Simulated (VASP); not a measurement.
Wanted: the native input for a VASP 6.6.1 run.

```yaml
Task: relaxation of cell and atoms
Functional: PBE
Potentials_or_basis: VASP PAW PBE potentials, release 64 (Ge_d, Se)
Cutoff: 500 eV
k_mesh: 4 × 8 × 6
Occupations: gaussian, width 0.02 eV
Spin: no spin polarisation
Dipole_correction: no
Further_INCAR_settings: ALGO = Normal; EDIFF = 1e-07; IBRION = 2; EDIFFG = -0.01; NSW = 100; ISIF = 3
```

The structure of GeSe lies in POSCAR:

```
GeSe
1.0
   11.1666353264      0.0000000000      0.0000000000
    0.0000000000      3.8763785220      0.0000000000
    0.0000000000      0.0000000000      4.5397157549
Ge Se
4 4
Direct
    0.8740870154      0.7500000000      0.6226739924
    0.6259129846      0.2500000000      0.1226739924
    0.3740870154      0.7500000000      0.8773260076
    0.1259129846      0.2500000000      0.3773260076
    0.6475934515      0.7500000000      0.5017760495
    0.8524065485      0.2500000000      1.0017760495
    0.1475934515      0.7500000000     -0.0017760495
    0.3524065485      0.2500000000      0.4982239505
```

The input as run:

INCAR

```
SYSTEM = GeSe
PREC = Accurate
ENCUT = 500
EDIFF = 1E-7
ISMEAR = 0
SIGMA = 0.02
LREAL = .FALSE.
LASPH = .TRUE.
NELM = 120
ALGO = Normal
ISIF = 3
LWAVE = .FALSE.
LCHARG = .FALSE.
GGA = PE
IBRION = 2
NSW = 100
EDIFFG = -0.01
GGA_COMPAT = .FALSE.
NELMIN = 4
KPAR = 4
```

KPOINTS

```
Automatic mesh
0
G
  4 8 6
  0 0 0
```

Potentials or basis: VASP PAW PBE potentials, release 64 (Ge_d, Se).

Command:

```bash
$ cat potpaw_PBE.64/Ge_d/POTCAR potpaw_PBE.64/Se/POTCAR > POTCAR
$ mpirun -np 4 vasp_std > vasp.out
```

Results of the run:

The relaxed volume is 24.60 Å³/atom and the relaxed cell is a = 11.174 Å, b = 3.878 Å, c = 4.541 Å, α = 90.00°, β = 90.00°, γ = 90.00°. The space group after relaxing (to 0.1 Å) is Pnma (No. 62) and the energy gained by relaxing is 0.0 meV/atom. The ionic steps are 2. The pressure after relaxing is 0.0 GPa. The largest force after relaxing is 0.005 eV/Å and the band gap on the k mesh is 0.88 eV (least direct gap 0.97 eV).

Run time: 100 s on 4 MPI ranks on Intel(R) Xeon(R) 6975P-C (Granite Rapids), with other jobs on the host, peak memory 0.56 GiB a rank.
